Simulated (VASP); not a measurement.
# AlN (I4mm) in VASP: a series of runs, part 3 of 3

VASP 6.6.1. Earlier steps stand in the parts before.

### 6 Single point, PBEsol

The input, INCAR:

```
ALGO = Normal
EDIFF = 1E-6
ENCUT = 520
GGA = PS
ISIF = 2
ISMEAR = 0
LASPH = T
LCHARG = F
LREAL = F
LWAVE = F
NBANDS = 11
NELM = 100
PREC = Accurate
SIGMA = 0.05
```

The input, KPOINTS:

```
k-points
0
Gamma
  10 10 10
```

The input, POSCAR:

```
AlN
1.0
    0.0000000000      2.0345180000      2.0345180000
    2.0345180000      0.0000000000      2.0345180000
    2.0345180000      2.0345180000      0.0000000000
Al N
1 1
Direct
    0.4784961352      0.4784961352      0.5215038648
    0.0000000000      0.0000000000      0.0000000000
```

Potentials or basis: VASP PAW PBE potentials, release 64 (Al, N).

The run is started by

```
> cat potpaw_PBE.64/Al/POTCAR potpaw_PBE.64/N/POTCAR > POTCAR
> mpirun -np 1 vasp_std > vasp.out
```

OUTCAR:

```text
EDIFF = 1E-6
   ENCUT = 520
   GGA = PS
   ISIF = 2
   ISMEAR = 0
   LASPH = T
   LREAL = F
   NELM = 100
   PREC = Accurate

 ion  position               nearest neighbor table
   1  0.478  0.478  0.522-   2 1.95   2 2.04   2 2.04   2 2.04   2 2.04   2 2.12
   2  0.000  0.000  0.000-   1 1.95   1 2.04   1 2.04   1 2.04   1 2.04   1 2.12

  LATTYP: Found a face centered cubic cell.
 ALAT       =     4.0690360000

  Lattice vectors:

 A1 = (   0.0000000000,   2.0345180000,   2.0345180000)
 A2 = (   2.0345180000,   0.0000000000,   2.0345180000)
 A3 = (   2.0345180000,   2.0345180000,   0.0000000000)

Analysis of symmetry for initial positions (statically):
=====================================================================
 Subroutine PRICEL returns:
 Original cell was already a primitive cell.

 Routine SETGRP: Setting up the symmetry group for a
 face centered cubic supercell.

 Subroutine GETGRP returns: Found  8 space group operations
 (whereof  8 operations were pure point group operations)
 out of a pool of 48 trial point group operations.

The static configuration has the point symmetry C_4v.

Analysis of symmetry for dynamics (positions and initial velocities):
=====================================================================
 Subroutine PRICEL returns:
 Original cell was already a primitive cell.

 Routine SETGRP: Setting up the symmetry group for a
 face centered cubic supercell.

 Subroutine GETGRP returns: Found  8 space group operations
 (whereof  8 operations were pure point group operations)
 out of a pool of 48 trial point group operations.

The dynamic configuration has the point symmetry C_4v.

 Subroutine INISYM returns: Found  8 space group operations
 (whereof  8 operations are pure point group operations),
 and found     1 'primitive' translations

----------------------------------------------------------------------------------------

                                     Primitive cell

[... 112 lines left out ...]
  Fermi-wavevector in a.u.,A,eV,Ry     =   1.277321  2.413786 22.198561  1.631548
  Thomas-Fermi vector in A             =   2.409927
   LORBIT       =      0    0 simple, 1 ext, 2 COOP (PROOUT), +10 PAW based schemes
   GGA     = PS    functional components
   LHFCALC =     F    Hartree Fock is set to
   AEXX    =    0.0000 exact exchange contribution
   IVDW    =     0    specifies the selected vdW correction
   LEPSILON=     F    determine dielectric tensor
   LRPA    =     F    only Hartree local field effects (RPA)
 non-spin polarized calculation
 Gauss-broadening in eV      SIGMA  =   0.05
  energy-cutoff  :      520.00
  volume of cell :       16.84
 maximum number of plane-waves:       469
 NGX is ok and might be reduce to    24
   NGX = 11   NGY = 11   NGZ = 11

 number of electron       7.9999999 magnetization

 Free energy of the ion-electron system (eV)
  ---------------------------------------------------
  ext. energy  EPLUGINS =         0.00000000
  ---------------------------------------------------
  free energy    TOTEN  =       -15.41843226 eV

  energy without entropy =      -15.41843226  energy(sigma->0) =      -15.41843226

 E-fermi :   9.8449     XC(G=0): -12.3597

 val. band max:        9.6329896848   @ k =   0.0000   0.0000   0.0000
 cond. band min:      13.9850042657   @ k =   0.0000   0.5000   0.5000
 fundamental gap:      4.3520145809
 Fermi energy:         9.8449006194

 k-point     1 :       0.0000    0.0000    0.0000
  band No.  band energies     occupation
      1      -7.7410      2.00000
      2       9.5998      2.00000
      3       9.6330      2.00000
      4       9.6330      2.00000
      5      15.0164      0.00000
      6      21.6217      0.00000
      7      21.6265      0.00000
      8      21.6265      0.00000
      9      26.6107      0.00000
     10      27.1733      0.00000
     11      27.1970      0.00000
[... 309 lines left out ...]
 k-point    24 :       0.0000   -0.1000    0.1000
  band No.  band energies     occupation
      1      -7.2072      2.00000
      2       7.5678      2.00000
      3       8.8353      2.00000
      4       9.4943      2.00000
      5      16.3999      0.00000
      6      19.8382      0.00000
      7      22.1071      0.00000
      8      22.3510      0.00000
      9      23.7678      0.00000
     10      25.9095      0.00000
     11      28.3143      0.00000

 [... further k-points ...]
[... 5 lines left out ...]
  --------------------------------------------------------------------------------------
  -------------------------------------------------------------------------------------
  Total       -0.5075840     -0.5075840     -0.0441110      0.0000000      0.0000000      0.0000000
  in kB      -48.2840723    -48.2840723     -4.1960676      0.0000000      0.0000000      0.0000000
  external PRESSURE =     -33.5880707 kB  Pullay stress =       0.0000000 kB

 VOLUME and BASIS-vectors are now :
 -----------------------------------------------------------------------------
  energy-cutoff  :      520.00
  volume of cell :       16.84
      direct lattice vectors                 reciprocal lattice vectors
     0.000000000  2.034518000  2.034518000    -0.245758455  0.245758455  0.245758455
     2.034518000  0.000000000  2.034518000     0.245758455 -0.245758455  0.245758455
     2.034518000  2.034518000  0.000000000     0.245758455  0.245758455 -0.245758455

 POSITION                                       TOTAL-FORCE (eV/Angst)
 -----------------------------------------------------------------------------------
      2.03452      2.03452      1.94702         0.000000      0.000000      0.622383
      0.00000      0.00000      0.00000         0.000000      0.000000     -0.622383
 -----------------------------------------------------------------------------------
    total drift:                               -0.000000     -0.000000     -0.000206

  FREE ENERGIE OF THE ION-ELECTRON SYSTEM (eV)
  ---------------------------------------------------
  free  energy   TOTEN  =       -15.4184322599 eV

  energy  without entropy=      -15.4184322599  energy(sigma->0) =      -15.41843226
```

OSZICAR:

```text
N       E                     dE             d eps       ncg     rms          rms(c)
DAV:   1     0.637271124277E+01    0.63727E+01   -0.39644E+03  2252   0.666E+02
DAV:   2    -0.163588055130E+02   -0.22732E+02   -0.21724E+02  2758   0.124E+02
DAV:   3    -0.170348115280E+02   -0.67601E+00   -0.67459E+00  2742   0.190E+01
DAV:   4    -0.170369600680E+02   -0.21485E-02   -0.21484E-02  2529   0.116E+00
DAV:   5    -0.170369752781E+02   -0.15210E-04   -0.15210E-04  2658   0.101E-01    0.726E+00
DAV:   6    -0.154587698846E+02    0.15782E+01   -0.68786E+00  2469   0.136E+01    0.270E+00
DAV:   7    -0.154325614115E+02    0.26208E-01   -0.15092E-01  2523   0.284E+00    0.174E+00
DAV:   8    -0.154187352276E+02    0.13826E-01   -0.14761E-02  2388   0.107E+00    0.334E-01
DAV:   9    -0.154184152647E+02    0.31996E-03   -0.14570E-03  2619   0.231E-01    0.152E-01
DAV:  10    -0.154184356163E+02   -0.20352E-04   -0.87238E-05  2505   0.702E-02    0.282E-02
DAV:  11    -0.154184321945E+02    0.34218E-05   -0.13905E-05  2526   0.250E-02    0.757E-03
DAV:  12    -0.154184322599E+02   -0.65428E-07   -0.47771E-07  1332   0.544E-03
   1 F= -.15418432E+02 E0= -.15418432E+02  d E =-.893094E-12
```

stdout:

```text
POSCAR found type information on POSCAR AlN
 POSCAR found :  2 types and       2 ions
 scaLAPACK will be used
 -----------------------------------------------------------------------------
|                                                                             |
|                                                                             |
|     You enforced a specific xc type in the INCAR file but a different       |
|     I HOPE YOU KNOW WHAT YOU ARE DOING!                                     |
|                                                                             |
 -----------------------------------------------------------------------------

 LDA part: xc-table for (Slater+PW92), standard interpolation
 POSCAR, INCAR and KPOINTS ok, starting setup
 FFT: planning ... GRIDC
 FFT: planning ... GRID_SOFT
 FFT: planning ... GRID
 WAVECAR not read
 entering main loop
```

Run time: 17 s. Hardware: 1 thread of Intel Xeon Platinum 8175M at 2.50GHz (Skylake/Cascade Lake), shared host; peak memory 0.14 GiB.

What came out:

| Quantity | Value |
| --- | --- |
| Free energy | -15.4184 eV |
| Pressure | -3.4 GPa |
| Largest force | 0.622 eV/Å |
| Band gap on the k mesh | 4.35 eV, indirect (least direct gap 5.38 eV) |

Forces in eV/Å, atoms in the order of the input:
```
Al   0.000  0.000  0.622
N    0.000  0.000 -0.622
```

Stress tensor (GPa, compression positive):
```
-4.83  0.00  0.00
 0.00 -4.83  0.00
 0.00  0.00 -0.42
```

Caveat: the cell differs from its parent crystal (all Al atoms moved +0.087 Å, as atom 1 towards its neighbour atom 2 (N) at 2.035 Å); the PAW data sets were made with another functional, which shifts forces and pressure a little.
